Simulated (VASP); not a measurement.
# Al3GaN4 (P-43m) in VASP: further runs

Al3GaN4 is run at these levels: r2SCAN; tasks: single point.

Program: VASP 6.6.1. These are calculated values, not measurements. Logs are shortened: lines on timing, memory, paths and dates and some standing lists are left out, and cuts for length are marked.

### Step 1. The cell of the first run

The structure is cubic, space group P-43m (No. 215). The conventional cell has a = 4.336 Å, b = 4.336 Å, c = 4.336 Å, α = 90.00°, β = 90.00°, γ = 90.00°. Al (site symmetry -42m) has 4 N at 1.86 Å within 2.5 Å. Ga (site symmetry -43m) has 4 N at 1.92 Å within 2.5 Å. Within 2.5 Å of N (site symmetry 3m) lie 3 Al at 1.86 Å and 1 Ga at 1.92 Å.

### Step 2. Single point, r2SCAN

File POSCAR:

```
Al3GaN4
1.0
    4.3364778507      0.0000000000      0.0000000000
    0.0000000000      4.3364778507      0.0000000000
    0.0000000000      0.0000000000      4.3364778507
Al Ga N
3 1 4
Direct
    0.5000000000      0.5000000000      0.0000000000
    0.5000000000      0.0000000000      0.5000000000
    0.0000000000      0.5000000000      0.5000000000
    0.0000000000      0.0000000000      0.0000000000
    0.7444174882      0.7444174882      0.2555825118
    0.7444174882      0.2555825118      0.7444174882
    0.2555825118      0.7444174882      0.7444174882
    0.2555825118      0.2555825118      0.2555825118
```

File INCAR.step1:

```
SYSTEM = Al3GaN4
PREC = Accurate
ENCUT = 520
ISMEAR = 0
SIGMA = 0.02
LREAL = .FALSE.
LASPH = .TRUE.
NELM = 80
NBANDS = 31
GGA = PE
ALGO = Normal
EDIFF = 1E-4
LWAVE = .TRUE.
LCHARG = .FALSE.
```

File INCAR.step2:

```
SYSTEM = Al3GaN4
PREC = Accurate
ENCUT = 520
EDIFF = 1E-6
ISMEAR = 0
SIGMA = 0.02
LREAL = .FALSE.
LASPH = .TRUE.
NELM = 80
ALGO = Normal
ISIF = 2
LWAVE = .FALSE.
LCHARG = .FALSE.
METAGGA = R2SCAN
LMIXTAU = .TRUE.
NBANDS = 31
ISTART = 1
```

File KPOINTS:

```
regular mesh
0
G
  6 6 6
  0 0 0
```

Potentials or basis: VASP PAW PBE potentials, release 64 (Al, Ga_d, N).

Command:

```sh
$ cat potpaw_PBE.64/Al/POTCAR potpaw_PBE.64/Ga_d/POTCAR potpaw_PBE.64/N/POTCAR > POTCAR
$ cp INCAR.step1 INCAR
$ mpirun -np 1 vasp_std > vasp.out
$ cp INCAR.step2 INCAR
$ mpirun -np 1 vasp_std > vasp.out
```

OUTCAR:

```text
SYSTEM = Al3GaN4
   PREC = Accurate
   ENCUT = 520
   EDIFF = 1E-6
   ISMEAR = 0
   LREAL = .FALSE.
   LASPH = .TRUE.
   NELM = 80
   ISIF = 2
   METAGGA = R2SCAN
   ISTART = 1

 ion  position               nearest neighbor table
   1  0.500  0.500  0.000-   5 1.86   6 1.86   7 1.86   8 1.86   3 3.07   4 3.07   2 3.07   2 3.07
                             3 3.07   2 3.07   4 3.07   2 3.07   3 3.07   4 3.07   3 3.07   4 3.07
   2  0.500  0.000  0.500-   5 1.86   6 1.86   7 1.86   8 1.86   3 3.07   4 3.07   1 3.07   1 3.07
                             4 3.07   1 3.07   3 3.07   1 3.07   3 3.07   4 3.07   4 3.07   3 3.07
   3  0.000  0.500  0.500-   5 1.86   6 1.86   7 1.86   8 1.86   2 3.07   4 3.07   1 3.07   1 3.07
                             4 3.07   2 3.07   4 3.07   4 3.07   1 3.07   2 3.07   1 3.07   2 3.07
   4  0.000  0.000  0.000-   5 1.92   6 1.92   7 1.92   8 1.92   2 3.07   3 3.07   1 3.07   2 3.07
                             3 3.07   1 3.07   3 3.07   3 3.07   1 3.07   2 3.07   2 3.07   1 3.07
   5  0.744  0.744  0.256-   1 1.86   2 1.86   3 1.86   4 1.92
   6  0.744  0.256  0.744-   1 1.86   2 1.86   3 1.86   4 1.92
   7  0.256  0.744  0.744-   1 1.86   2 1.86   3 1.86   4 1.92
   8  0.256  0.256  0.256-   1 1.86   2 1.86   3 1.86   4 1.92

  LATTYP: Found a simple cubic cell.
 ALAT       =     4.3364778507

  Lattice vectors:

 A1 = (   4.3364778507,   0.0000000000,   0.0000000000)
 A2 = (   0.0000000000,   4.3364778507,   0.0000000000)
 A3 = (   0.0000000000,   0.0000000000,   4.3364778507)

Analysis of symmetry for initial positions (statically):
=====================================================================
 Subroutine PRICEL returns:
 Original cell was already a primitive cell.

 Routine SETGRP: Setting up the symmetry group for a
 simple cubic supercell.

 Subroutine GETGRP returns: Found 24 space group operations
 (whereof 24 operations were pure point group operations)
 out of a pool of 48 trial point group operations.

The static configuration has the point symmetry T_d .

Analysis of symmetry for dynamics (positions and initial velocities):
=====================================================================
 Subroutine PRICEL returns:
 Original cell was already a primitive cell.

 Routine SETGRP: Setting up the symmetry group for a
 simple cubic supercell.

 Subroutine GETGRP returns: Found 24 space group operations
 (whereof 24 operations were pure point group operations)
 out of a pool of 48 trial point group operations.

The dynamic configuration has the point symmetry T_d .
[... 112 lines left out ...]
   ISIF   =      2    stress and relaxation
   ISYM   =      2    0-nonsym 1-usesym 2-fastsym
   POTIM  = 0.5000    time-step for ionic-motion
   TEBEG  =    0.0;   TEEND  =   0.0 temperature during run
   PSTRESS=    0.0 pullay stress
   NELECT =      42.0000    total number of electrons
   NUPDOWN=      -1.0000    fix difference up-down
   EMIN   =  10.00;   EMAX   =-10.00  energy-range for DOS
   EFERMI =   0.00;   METHOD = LEGACY
   ISMEAR =     0;   SIGMA  =   0.02  broadening in eV -4-tet -1-fermi 0-gaus
   EFERMI_NEDOS =   21; number of points for ismear=-14 and -15
   IALGO  =     38    algorithm
   IMIX   =      4    mixing-type and parameters
     AMIX     =   0.40;   BMIX     =  1.00
     AMIX_MAG =   1.60;   BMIX_MAG =  1.00
  volume/ion in A,a.u.               =      10.19        68.79
  Fermi-wavevector in a.u.,A,eV,Ry     =   1.312263  2.479817 23.429688  1.722033
  Thomas-Fermi vector in A             =   2.442667
   LORBIT       =      0    0 simple, 1 ext, 2 COOP (PROOUT), +10 PAW based schemes
   METAGGA = R2SCAN    functional components
   LHFCALC =     F    Hartree Fock is set to
   AEXX    =    0.0000 exact exchange contribution
   IVDW    =     0    specifies the selected vdW correction
   LEPSILON=     F    determine dielectric tensor
   LRPA    =     F    only Hartree local field effects (RPA)
 non-spin polarized calculation
 Gauss-broadening in eV      SIGMA  =   0.02
  energy-cutoff  :      520.00
  volume of cell :       81.55
 maximum number of plane-waves:      2272
   NGX = 17   NGY = 17   NGZ = 17

 number of electron      42.0000021 magnetization

 Free energy of the ion-electron system (eV)
  ---------------------------------------------------
  ext. energy  EPLUGINS =         0.00000000
  ---------------------------------------------------
  free energy    TOTEN  =       -79.31930754 eV

  energy without entropy =      -79.31930754  energy(sigma->0) =      -79.31930754

 E-fermi :   6.0339     XC(G=0): -11.9741

 val. band max:        5.9269151512   @ k =   0.0000   0.0000   0.0000
 cond. band min:       9.9713911105   @ k =   0.0000   0.0000   0.0000
 fundamental gap:      4.0444759592
 Fermi energy:         6.0339065706

 k-point     1 :       0.0000    0.0000    0.0000
  band No.  band energies     occupation
      1     -10.3395      2.00000
      2      -8.2355      2.00000
      3      -8.2355      2.00000
      4      -8.2355      2.00000
      5      -6.9875      2.00000
      6      -6.9875      2.00000
[... 669 lines left out ...]
     30      17.7277      0.00000
     31      17.7289      0.00000

------------------------ aborting loop because EDIFF is reached ----------------------------------------

  FORCE on cell =-STRESS in cart. coord.  units (eV):
  Direction    XX          YY          ZZ          XY          YZ          ZX
  --------------------------------------------------------------------------------------
  -------------------------------------------------------------------------------------
  Total        5.1460063      5.1460063      5.1460063     -0.0000000      0.0000000     -0.0000000
  in kB      101.1042698    101.1042698    101.1042698     -0.0000000      0.0000000     -0.0000000
  external PRESSURE =     101.1042698 kB  Pullay stress =       0.0000000 kB

 VOLUME and BASIS-vectors are now :
 -----------------------------------------------------------------------------
  energy-cutoff  :      520.00
  volume of cell :       81.55
      direct lattice vectors                 reciprocal lattice vectors
     4.336477851  0.000000000  0.000000000     0.230601893  0.000000000  0.000000000
     0.000000000  4.336477851  0.000000000     0.000000000  0.230601893  0.000000000
     0.000000000  0.000000000  4.336477851     0.000000000  0.000000000  0.230601893

 POSITION                                       TOTAL-FORCE (eV/Angst)
 -----------------------------------------------------------------------------------
      2.16824      2.16824      0.00000        -0.000000     -0.000000      0.000000
      2.16824      0.00000      2.16824        -0.000000      0.000000      0.000000
      0.00000      2.16824      2.16824        -0.000000     -0.000000     -0.000000
      0.00000      0.00000      0.00000        -0.000000      0.000000      0.000000
      3.22815      3.22815      1.10833        -0.048002     -0.048002      0.048002
      3.22815      1.10833      3.22815        -0.048002      0.048002     -0.048002
      1.10833      3.22815      3.22815         0.048002     -0.048002     -0.048002
      1.10833      1.10833      1.10833         0.048002      0.048002      0.048002
 -----------------------------------------------------------------------------------
    total drift:                               -0.000000     -0.000000      0.000000

  FREE ENERGIE OF THE ION-ELECTRON SYSTEM (eV)
  ---------------------------------------------------
  free  energy   TOTEN  =       -79.3193075416 eV

  energy  without entropy=      -79.3193075416  energy(sigma->0) =      -79.31930754
```

It took 94 s on 1 thread of Intel Xeon Platinum 8488C (Sapphire Rapids), shared host; peak memory 0.21 GiB.

Results:

* Free energy: -79.3193 eV
* Pressure: 10.1 GPa
* Largest force: 0.083 eV/Å
* Band gap on the k mesh: 4.04 eV, direct

Forces in eV/Å, atoms in the order of the input:
```
Al   0.000  0.000  0.000
Al   0.000  0.000  0.000
Al   0.000  0.000  0.000
Ga   0.000  0.000  0.000
N   -0.048 -0.048  0.048
N   -0.048  0.048 -0.048
N    0.048 -0.048 -0.048
N    0.048  0.048  0.048
```

Caveat: the PAW data sets were made with another functional, which shifts forces and pressure a little. A k mesh can miss the band edges.

### Step 3. Single point, r2SCAN

This run uses another cell than the first one, of 10.41 Å³/atom, 1.021 times its volume.

File POSCAR:

```
Al3GaN4
1.0
    4.3671811766      0.0000000000      0.0000000000
    0.0000000000      4.3671811766      0.0000000000
    0.0000000000      0.0000000000      4.3671811766
Al Ga N
3 1 4
Direct
    0.5000000000      0.5000000000      0.0000000000
    0.5000000000      0.0000000000      0.5000000000
    0.0000000000      0.5000000000      0.5000000000
    0.0000000000      0.0000000000      0.0000000000
    0.7444390999      0.7444390999      0.2555609001
    0.7444390999      0.2555609001      0.7444390999
    0.2555609001      0.7444390999      0.7444390999
    0.2555609001      0.2555609001      0.2555609001
```

File INCAR.step1:

```
ALGO     = Normal         # electronic algorithm
EDIFF    = 1E-4           # SCF threshold, eV
ENCUT    = 520            # plane-wave cutoff, eV
GGA      = PE             # functional
ISMEAR   = 0              # smearing method
LASPH    = True           # aspherical terms in the spheres
LCHARG   = False          # write CHGCAR
LREAL    = False          # projectors in reciprocal space
LWAVE    = True           # write WAVECAR
NBANDS   = 31             # bands
NELM     = 80             # most SCF steps
PREC     = Accurate       # precision mode
SIGMA    = 0.02           # smearing width, eV
```

File INCAR.step2:

```
ALGO     = Normal         # electronic algorithm
EDIFF    = 1E-6           # SCF threshold, eV
ENCUT    = 520            # plane-wave cutoff, eV
ISIF     = 2              # what is computed and relaxed
ISMEAR   = 0              # smearing method
ISTART   = 1            
LASPH    = True           # aspherical terms in the spheres
LCHARG   = False          # write CHGCAR
LMIXTAU  = True         
LREAL    = False          # projectors in reciprocal space
LWAVE    = False          # write WAVECAR
METAGGA  = R2SCAN         # meta-GGA
NBANDS   = 31             # bands
NELM     = 80             # most SCF steps
PREC     = Accurate       # precision mode
SIGMA    = 0.02           # smearing width, eV
```

File KPOINTS:

```
k-points
0
Gamma
  6 6 6
```

Potentials or basis: VASP PAW PBE potentials, release 64 (Al, Ga_d, N).

Command:

```sh
$ cat potpaw_PBE.64/Al/POTCAR potpaw_PBE.64/Ga_d/POTCAR potpaw_PBE.64/N/POTCAR > POTCAR
$ cp INCAR.step1 INCAR
$ mpirun -np 1 vasp_std > vasp.out
$ cp INCAR.step2 INCAR
$ mpirun -np 1 vasp_std > vasp.out
```

It took 93 s on 1 thread of Intel Xeon Platinum 8488C (Sapphire Rapids), shared host; peak memory 0.21 GiB.

The run converged. Its results:

```yaml
Free_energy: -79.4037 eV
Pressure: 5.1 GPa
Largest_force: 0.079 eV/Å
Band_gap_on_the_k_mesh: 4.02 eV, direct
```

Forces in eV/Å, atoms in the order of the input:
```
Al   0.000  0.000  0.000
Al   0.000  0.000  0.000
Al   0.000  0.000  0.000
Ga   0.000  0.000  0.000
N   -0.046 -0.046  0.046
N   -0.046  0.046 -0.046
N    0.046 -0.046 -0.046
N    0.046  0.046  0.046
```

Levels at points of the mesh, in eV from the valence-band top:
| k point | band 17 | band 18 | band 19 | band 20 | band 21 | band 22 | band 23 | band 24 | band 25 | band 26 |
| --- | --- | --- | --- | --- | --- | --- | --- | --- | --- | --- |
| (0.00, 0.00, 0.00) | -2.07 | -2.07 | 0.00 | 0.00 | 0.00 | 4.02 | 4.02 | 4.02 | 4.31 | 7.94 |
| (0.50, 0.00, 0.00) | -2.66 | -1.28 | -1.28 | -0.96 | -0.96 | 6.39 | 6.44 | 6.84 | 6.84 | 9.53 |
| (0.50, 0.50, 0.00) | -2.61 | -0.90 | -0.58 | -0.53 | -0.53 | 8.25 | 8.40 | 8.40 | 8.64 | 8.96 |
| (0.50, 0.50, 0.50) | -0.64 | -0.64 | -0.36 | -0.36 | -0.36 | 6.40 | 8.01 | 8.01 | 8.01 | 10.55 |

Caveat: the PAW data sets were made with another functional, which shifts forces and pressure a little. r2SCAN opens gaps a little over a GGA but as a rule still falls short of measured ones.

### Step 4. Single point, r2SCAN

This run uses another cell than the first one, of 10.41 Å³/atom, 1.021 times its volume.

POSCAR is that of step 3.

File INCAR.step1:

```
SYSTEM = Al3GaN4
  ALGO = Normal
  EDIFF = 1E-4
  ENCUT = 520
  GGA = PE
  ISMEAR = 0
  LASPH = .TRUE.
  LCHARG = .FALSE.
  LREAL = .FALSE.
  LWAVE = .TRUE.
  NBANDS = 31
  NELM = 100
  PREC = Accurate
  SIGMA = 0.02
```

File INCAR.step2:

```
SYSTEM = Al3GaN4
  ALGO = Normal
  EDIFF = 1E-6
  ENCUT = 520
  ISIF = 2
  ISMEAR = 0
  ISTART = 1
  LASPH = .TRUE.
  LCHARG = .TRUE.
  LELF = .TRUE.
  LMIXTAU = .TRUE.
  LREAL = .FALSE.
  LVHAR = .TRUE.
  LWAVE = .FALSE.
  METAGGA = R2SCAN
  NBANDS = 31
  NELM = 100
  PREC = Accurate
  SIGMA = 0.02
```

File KPOINTS:

```
k-points
0
G
  6 6 6
  0 0 0
```

Potentials or basis: VASP PAW PBE potentials, release 64 (Al, Ga_d, N).

Command:

```sh
$ cat potpaw_PBE.64/Al/POTCAR potpaw_PBE.64/Ga_d/POTCAR potpaw_PBE.64/N/POTCAR > POTCAR
$ cp INCAR.step1 INCAR
$ mpirun -np 1 vasp_std > vasp.out
$ cp INCAR.step2 INCAR
$ mpirun -np 1 vasp_std > vasp.out
```

OUTCAR:

```text
SYSTEM = Al3GaN4
   EDIFF = 1E-6
   ENCUT = 520
   ISIF = 2
   ISMEAR = 0
   ISTART = 1
   LASPH = .TRUE.
   LREAL = .FALSE.
   METAGGA = R2SCAN
   NELM = 100
   PREC = Accurate

 ion  position               nearest neighbor table
   1  0.500  0.500  0.000-   5 1.88   6 1.88   7 1.88   8 1.88   3 3.09   4 3.09   2 3.09   2 3.09
                             3 3.09   2 3.09   4 3.09   2 3.09   3 3.09   4 3.09   3 3.09   4 3.09
   2  0.500  0.000  0.500-   5 1.88   6 1.88   7 1.88   8 1.88   3 3.09   4 3.09   1 3.09   1 3.09
                             4 3.09   1 3.09   3 3.09   1 3.09   3 3.09   4 3.09   4 3.09   3 3.09
   3  0.000  0.500  0.500-   5 1.88   6 1.88   7 1.88   8 1.88   2 3.09   4 3.09   1 3.09   1 3.09
                             4 3.09   2 3.09   4 3.09   4 3.09   1 3.09   2 3.09   1 3.09   2 3.09
   4  0.000  0.000  0.000-   5 1.93   6 1.93   7 1.93   8 1.93   2 3.09   3 3.09   1 3.09   2 3.09
                             3 3.09   1 3.09   3 3.09   3 3.09   1 3.09   2 3.09   2 3.09   1 3.09
   5  0.744  0.744  0.256-   1 1.88   2 1.88   3 1.88   4 1.93
   6  0.744  0.256  0.744-   1 1.88   2 1.88   3 1.88   4 1.93
   7  0.256  0.744  0.744-   1 1.88   2 1.88   3 1.88   4 1.93
   8  0.256  0.256  0.256-   1 1.88   2 1.88   3 1.88   4 1.93

  LATTYP: Found a simple cubic cell.
 ALAT       =     4.3671811766

  Lattice vectors:
[... 198 lines left out ...]
      4      -8.3947      2.00000
      5      -7.2161      2.00000
      6      -7.2161      2.00000
[... 669 lines left out ...]
     30      17.3869      0.00000
     31      17.3874      0.00000

------------------------ aborting loop because EDIFF is reached ----------------------------------------

  FORCE on cell =-STRESS in cart. coord.  units (eV):
  Direction    XX          YY          ZZ          XY          YZ          ZX
  --------------------------------------------------------------------------------------
  -------------------------------------------------------------------------------------
  Total        2.6397911      2.6397911      2.6397911      0.0000000      0.0000000      0.0000000
  in kB       50.7781076     50.7781076     50.7781076      0.0000000      0.0000000      0.0000000
  external PRESSURE =      50.7781076 kB  Pullay stress =       0.0000000 kB

 VOLUME and BASIS-vectors are now :
 -----------------------------------------------------------------------------
  energy-cutoff  :      520.00
  volume of cell :       83.29
      direct lattice vectors                 reciprocal lattice vectors
     4.367181177  0.000000000  0.000000000     0.228980654  0.000000000  0.000000000
     0.000000000  4.367181177  0.000000000     0.000000000  0.228980654  0.000000000
     0.000000000  0.000000000  4.367181177     0.000000000  0.000000000  0.228980654

 POSITION                                       TOTAL-FORCE (eV/Angst)
 -----------------------------------------------------------------------------------
      2.18359      2.18359      0.00000        -0.000000      0.000000     -0.000000
      2.18359      0.00000      2.18359        -0.000000      0.000000     -0.000000
      0.00000      2.18359      2.18359        -0.000000      0.000000     -0.000000
      0.00000      0.00000      0.00000        -0.000000      0.000000     -0.000000
      3.25110      3.25110      1.11608        -0.045718     -0.045718      0.045718
      3.25110      1.11608      3.25110        -0.045718      0.045718     -0.045718
      1.11608      3.25110      3.25110         0.045718     -0.045718     -0.045718
      1.11608      1.11608      1.11608         0.045718      0.045718      0.045718
 -----------------------------------------------------------------------------------
    total drift:                               -0.000000     -0.000000      0.000000

  FREE ENERGIE OF THE ION-ELECTRON SYSTEM (eV)
  ---------------------------------------------------
  free  energy   TOTEN  =       -79.4036537564 eV

  energy  without entropy=      -79.4036537564  energy(sigma->0) =      -79.40365376
```

OUTCAR.step1:

```text
SYSTEM = Al3GaN4
   EDIFF = 1E-4
   ENCUT = 520
   GGA = PE
   ISMEAR = 0
   LASPH = .TRUE.
   LREAL = .FALSE.
   NELM = 100
[... 919 lines left out ...]
      3.25110      1.11608      3.25110        -0.060173      0.060173     -0.060173
      1.11608      3.25110      3.25110         0.060173     -0.060173     -0.060173
      1.11608      1.11608      1.11608         0.060173      0.060173      0.060173
 -----------------------------------------------------------------------------------
    total drift:                               -0.000000     -0.000000      0.000000

  FREE ENERGIE OF THE ION-ELECTRON SYSTEM (eV)
  ---------------------------------------------------
  free  energy   TOTEN  =       -56.5617144623 eV

  energy  without entropy=      -56.5617144623  energy(sigma->0) =      -56.56171446
```

Wall time 93 s (1 thread of Intel Xeon Platinum 8488C (Sapphire Rapids), shared host); peak memory 0.21 GiB.

Results:

```yaml
Free_energy: -79.4037 eV
Pressure: 5.1 GPa
Largest_force: 0.079 eV/Å
Band_gap_on_the_k_mesh: 4.02 eV, direct
```

Forces on the atoms (eV/Å):
```
Al   0.000  0.000  0.000
Al   0.000  0.000  0.000
Al   0.000  0.000  0.000
Ga   0.000  0.000  0.000
N   -0.046 -0.046  0.046
N   -0.046  0.046 -0.046
N    0.046 -0.046 -0.046
N    0.046  0.046  0.046
```

Caveat: the PAW data sets were made with another functional, which shifts forces and pressure a little. A k mesh can miss the band edges.

[end of part 1 of 2]
